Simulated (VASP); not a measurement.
Ge, 2 atoms in the cell. Symmetry: I4_1/amd, No. 141, tetragonal system. Conventional cell: a = 4.952 Å, b = 4.952 Å, c = 2.712 Å, α = 90.00°, β = 90.00°, γ = 90.00°. Ge (site symmetry -4m2) has 10 Ge at 2.57 to 3.20 Å within 3.4 Å. 

- Program: VASP 6.6.1
- Task: vibrations by perturbation theory
- Functional: PBEsol
- Potentials or basis: VASP PAW PBE potentials, release 64 (Ge_d)
- Cutoff: 520 eV
- k mesh: 18 × 18 × 18
- Occupations: fermi-dirac, width 0.1 eV
- Spin: no spin polarisation
- Dipole correction: no
- Further INCAR settings: ALGO = Normal; EDIFF = 1e-08; IBRION = 8; NSW = 1

Potentials or basis: VASP PAW PBE potentials, release 64 (Ge_d).

Launch:

```sh
$ cat potpaw_PBE.64/Ge_d/POTCAR > POTCAR
$ mpirun -np 1 vasp_std > vasp.out
```

Hardware: 1 thread of AMD EPYC 9R45 96-Core Processor (Zen 5), with other jobs on the host.

**Question.** Estimate the wall time of this run.

**Answer.** Wall time 29 min on 1 thread of AMD EPYC 9R45 96-Core Processor (Zen 5), with other jobs on the host, peak memory 1.6 GiB. Counts: scf iterations 44, k points 480.
